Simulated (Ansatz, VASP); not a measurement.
This is a calculation of Zn for VASP 6.6.1.

The input INCAR:

```
SYSTEM = Zn
PREC = Accurate
ENCUT = 520
EDIFF = 1E-6
ISMEAR = -1
SIGMA = 0.05
LREAL = .FALSE.
LASPH = .TRUE.
NELM = 80
ALGO = Normal
ISIF = 2
LWAVE = .FALSE.
LCHARG = .TRUE.
LDIPOL = .TRUE.
IDIPOL = 3
DIPOL = 0.5 0.5 0.500
GGA = PE
LELF = .TRUE.
LVHAR = .TRUE.
LVACPOTAV = .TRUE.
NBANDS = 51
```

Contents of KPOINTS:

```
regular mesh
0
G
  12 12 1
  0 0 0
```

POSCAR

```
Zn
1.0
    2.6169740200      0.0000000000      0.0000000000
   -1.3084870100      2.2681701736      0.0000000000
    0.0000000000      0.0000000000     29.6008163838
Zn
7
Direct
    0.3393536486      0.6787072973      0.2533713903
    0.0115275509      0.0230551018      0.3350030037
    0.3508811995      0.7017623991      0.4175015018
    0.6902348482      0.3804696963      0.5000000000
    0.3624087504      0.7248175009      0.5816316134
    0.7017623991      0.4035247981      0.6641301116
    0.0411160477      0.0822320954      0.7466286097
```

Potentials or basis: VASP PAW PBE potentials, release 64 (Zn).

The run is started by

```console
$ cat potpaw_PBE.64/Zn/POTCAR > POTCAR
$ mpirun -np 1 vasp_std > vasp.out
```

Translate it to Ansatz 0.2.0. Potentials there: Ansatz PAW.

As run (the cutoff follows the program's own potentials):

File input.yaml:

```yaml
crystal:
  lattice:
    - [2.61697402, 0.0, 0.0]
    - [-1.30848701, 2.2681701736, 0.0]
    - [0.0, 0.0, 29.6008163838]
  atoms:
    - { symbol: Zn, position: [0.3393536486, 0.6787072973, 0.2533713903] }
    - { symbol: Zn, position: [0.0115275509, 0.0230551018, 0.3350030037] }
    - { symbol: Zn, position: [0.3508811995, 0.7017623991, 0.4175015018] }
    - { symbol: Zn, position: [0.6902348482, 0.3804696963, 0.5] }
    - { symbol: Zn, position: [0.3624087504, 0.7248175009, 0.5816316134] }
    - { symbol: Zn, position: [0.7017623991, 0.4035247981, 0.6641301116] }
    - { symbol: Zn, position: [0.0411160477, 0.0822320954, 0.7466286097] }
hamiltonian:
  xc: pbe
  pseudopotentials: { kind: paw }
kpoints:
  mp_grid: { grid: [12, 12, 1] }
scf:
  occupations: { method: fermi_dirac, width: 0.05 }
output:
  forces: true
  eigenvalues: true
efield:
  axis: 3
  dipole_correction: true
  ramp_width: 0.04
```

Potentials or basis: Ansatz PAW.

Launch:

```bash
$ ansatz run input.yaml --threads 4 --pin off --max-ram 11264MiB --backend cpu --events-out ev --progress --plain --runs-dir out
```

Both were run:

|  | VASP | Ansatz | Ansatz less VASP |
| --- | --- | --- | --- |
| gap on the k mesh at the Fermi level (eV) | none | none | - |
| rms of the force components (eV/Å) | 0.066 | 0.064 | -0.0029 |
| work function, face that differs most (eV) | 4.09 | 4.09 | -0.006 |

Atom by atom the forces differ by 0.003 eV/Å (rms over components). A gap of «none» marks a metal or a gap that the smearing closes.
